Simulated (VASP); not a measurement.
Input of a VASP 6.6.1 run:

The input INCAR:

```
SYSTEM = Au
PREC     = Accurate       ! precision mode
ENCUT    = 520            ! plane-wave cutoff, eV
EDIFF    = 1E-6           ! SCF threshold, eV
ISMEAR   = 0              ! smearing method
SIGMA    = 0.15           ! smearing width, eV
LREAL    = .False.        ! projectors in reciprocal space
LASPH    = .True.         ! aspherical terms in the spheres
NELM     = 100            ! most SCF steps
ALGO     = Fast           ! electronic algorithm
ISIF     = 2              ! what is computed and relaxed
LWAVE    = .False.        ! write WAVECAR
LCHARG   = .False.        ! write CHGCAR
GGA      = CA             ! functional
NBANDS   = 54             ! bands
```

The input KPOINTS:

```
regular mesh
0
Gamma
  10 10 10
  0 0 0
```

File POSCAR:

```
Au
1.0
   -4.0910000000     -4.0910000000      0.0000000000
   -4.0910000000      0.0000000000     -4.0910000000
    0.0000000000     -4.0910000000     -4.0910000000
Au
8
Direct
    0.5000000000      0.5000000000      0.5000000000
    0.0000000000      0.5000000000      0.5000000000
    0.5000000000      0.0000000000      0.5000000000
    0.0000000000      0.0000000000      0.5000000000
    0.5000000000      0.5000000000      0.0000000000
    0.0000000000      0.5000000000      0.0000000000
    0.5000000000      0.0000000000      0.0000000000
    0.0000000000      0.0000000000      0.0000000000
```

Potentials or basis: VASP PAW LDA potentials, release 64 (Au).

Launch:

```sh
$ cat potpaw_LDA.64/Au/POTCAR > POTCAR
$ mpirun -np 1 vasp_std > vasp.out
```

(1) Estimate the band gap on the k mesh.

(2) Estimate the pressure.

## Answers

(1) zero (bands 44 and 45 overlap by 1.99 eV).

(2) -5.2 GPa.

Caveat: the cell stands under tension; spin-orbit coupling is left out, which moves the levels of the heavy elements.
